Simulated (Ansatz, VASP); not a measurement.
One calculation of Hf2PbO3, two programs

INCAR

```
SYSTEM = Hf2PbO3
  PREC = Accurate
  ENCUT = 600
  EDIFF = 1E-6
  ISMEAR = 0
  SIGMA = 0.1
  LREAL = .False.
  LASPH = .True.
  NELM = 80
  ALGO = Normal
  ISIF = 3
  LWAVE = .False.
  LCHARG = .False.
  GGA = PE
  IBRION = 2
  NSW = 90
  EDIFFG = -0.04
```

File KPOINTS:

```
Automatic mesh
0
Gamma
  6 6 6
  0 0 0
```

Contents of POSCAR:

```
Hf2PbO3
1.0
    2.6631347100      1.5375615400      4.2061862300
   -2.6631347100      1.5375615400      4.2061862300
    0.0000000000     -3.0751230800      4.2061862300
Hf Pb O
2 1 3
Direct
    0.6258687400      0.6258687400      0.6258687400
    0.3741312600      0.3741312600      0.3741312600
    0.0000000000      0.0000000000      0.0000000000
    0.0000000000      0.5000000000      0.0000000000
    0.5000000000      0.0000000000      0.0000000000
    0.0000000000      0.0000000000      0.5000000000
```

Input for Ansatz:

```yaml
crystal:
  lattice:
    - [2.66313471, 1.53756154, 4.20618623]
    - [-2.66313471, 1.53756154, 4.20618623]
    - [0.0, -3.07512308, 4.20618623]
  atoms:
    - { symbol: Hf, position: [0.62586874, 0.62586874, 0.62586874] }
    - { symbol: Hf, position: [0.37413126, 0.37413126, 0.37413126] }
    - { symbol: Pb, position: [0.0, 0.0, 0.0] }
    - { symbol: O, position: [0.0, 0.5, 0.0] }
    - { symbol: O, position: [0.5, 0.0, 0.0] }
    - { symbol: O, position: [0.0, 0.0, 0.5] }
basis:
  ecutwfc: 420
kpoints:
  mp_grid: { grid: [6, 6, 6] }
hamiltonian:
  xc: pbe
scf:
  occupations: { method: gaussian, width: 0.1 }
  lower_state_search: "off"
output:
  forces: true
  stress: true
  eigenvalues: true
relax:
  adjacent_minimum: "off"
  f_tol: 0.04
  max_steps: 70
  cell: { stress_tol: 0.4 }
```

Change from the starting cell: species swapped into the Ho2Al3Fe type (R-3m, No. 166).

Alike in both runs: task relaxation of cell and atoms; functional PBE; k mesh 6 × 6 × 6; occupations gaussian, width 0.1 eV; no spin polarisation.

|  | VASP | Ansatz |
| --- | --- | --- |
| version | VASP 6.6.1 | Ansatz 0.2.0 |
| potentials or method | VASP PAW PBE potentials, release 64 (Hf_pv, Pb_d, O), cutoff 600 eV | scalar-relativistic, plane waves, PAW |
| valence electrons in the cell | 52 | 84 |

```csv
,VASP,Ansatz,Ansatz less VASP
"gap on the k mesh at the Fermi level, each at its own relaxed structure (eV)",none,none,-
relaxed volume (Å³/atom),21.86,22.14,+0.284
relaxed cell length with the largest relative difference (Å),5.970,6.010,+0.0404
```

A gap of «none» marks a metal or a gap that the smearing closes. VASP's potentials hold 52 valence electrons a cell and Ansatz's 84, so a difference there can come from the potentials and not from the codes.

Neither program's run includes spin-orbit coupling. Noted on VASP's run: the volume moved by over 15 % at a fixed basis, so the end points are rough.
